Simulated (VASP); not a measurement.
The system is CuAu.

```
CELL_PARAMETERS angstrom
1.41360 0.81614 4.16929
-1.41360 0.81614 4.16929
0.00000 -1.63228 4.16929
ATOMIC_POSITIONS crystal
Au 0.00000 0.00000 0.00000
Cu 0.50000 0.50000 0.50000
```

This cell differs from its parent crystal: volume scaled by 0.94.

Base run:

* Program: VASP 6.6.1
* Functional: LDA
* Potentials or basis: VASP PAW LDA potentials, release 64 (Au, Cu)
* Cutoff: 520 eV
* k mesh: 11 × 11 × 11
* Occupations: fermi-dirac, width 0.05 eV
* Spin: no spin polarisation

Its results: band gap on the k mesh zero (band 11 reaches 10.79 eV, above the bottom of band 12 at 6.40 eV); pressure -3.9 GPa.

Q: The run is repeated on the same cell with these changes: potentials or basis from VASP PAW LDA potentials, release 64 (Au, Cu) to VASP PAW LDA potentials, release 64 (Au_sv_GW, Cu_sv_GW); cutoff from 520 eV to 700 eV; further incar settings from ALGO = Normal; EDIFF = 1e-07; NBANDS = 18 to ALGO = Normal; EDIFF = 1e-06; NBANDS = 26; valence electrons from 22 to 38. What comes out?

A: Band gap on the k mesh zero (band 19 reaches 10.27 eV, above the bottom of band 20 at 5.91 eV); pressure -5.9 GPa.

Caveats: spin-orbit coupling is left out, which moves the levels of the heavy elements.
